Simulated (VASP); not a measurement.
A run of VASP 6.6.1:

POSCAR

```
BiB2P
1.0
    3.5355152013      0.0000000000      0.0000000000
    0.0000000000      3.5355152013      0.0000000000
    0.0000000000      0.0000000000      5.1353134192
P B Bi
1 2 1
Direct
    0.0000000000      0.0000000000      0.0000000000
    0.0000000000      0.5000000000      0.7953522909
    0.5000000000      0.0000000000      0.2046477091
    0.5000000000      0.5000000000      0.5000000000
```

INCAR.step1

```
SYSTEM = BiB2P
PREC     = Accurate       ! precision mode
ENCUT    = 520            ! plane-wave cutoff, eV
ISMEAR   = -1             ! smearing method
SIGMA    = 0.02           ! smearing width, eV
LREAL    = .FALSE.        ! projectors in reciprocal space
LASPH    = .TRUE.         ! aspherical terms in the spheres
NELM     = 100            ! most SCF steps
NBANDS   = 21             ! bands
GGA      = PE             ! functional
ALGO     = Normal         ! electronic algorithm
EDIFF    = 1E-4           ! SCF threshold, eV
LWAVE    = .TRUE.         ! write WAVECAR
LCHARG   = .FALSE.        ! write CHGCAR
```

INCAR.step2

```
SYSTEM = BiB2P
PREC     = Accurate       ! precision mode
ENCUT    = 520            ! plane-wave cutoff, eV
EDIFF    = 1E-7           ! SCF threshold, eV
ISMEAR   = -1             ! smearing method
SIGMA    = 0.02           ! smearing width, eV
LREAL    = .FALSE.        ! projectors in reciprocal space
LASPH    = .TRUE.         ! aspherical terms in the spheres
NELM     = 100            ! most SCF steps
ALGO     = Normal         ! electronic algorithm
ISIF     = 2              ! what is computed and relaxed
LWAVE    = .FALSE.        ! write WAVECAR
LCHARG   = .TRUE.         ! write CHGCAR
METAGGA  = R2SCAN         ! meta-GGA
LMIXTAU  = .TRUE.       
LELF     = .TRUE.         ! ELF
LVHAR    = .TRUE.       
NBANDS   = 21             ! bands
ISTART   = 1
```

File KPOINTS:

```
Automatic mesh
0
G
  6 6 4
  0 0 0
```

Potentials or basis: VASP PAW PBE potentials, release 64 (P, B, Bi_d).

Command:

```console
$ cat potpaw_PBE.64/P/POTCAR potpaw_PBE.64/B/POTCAR potpaw_PBE.64/Bi_d/POTCAR > POTCAR
$ cp INCAR.step1 INCAR
$ mpirun -np 1 vasp_std > vasp.out
$ cp INCAR.step2 INCAR
$ mpirun -np 1 vasp_std > vasp.out
```

Hardware: 1 thread of Intel(R) Xeon(R) 6975P-C (Granite Rapids), on a shared host.

How long does it take, and how much memory?

Wall time 61 s on 1 thread of Intel(R) Xeon(R) 6975P-C (Granite Rapids), on a shared host, peak memory 0.2 GiB. Counts: k points 30.
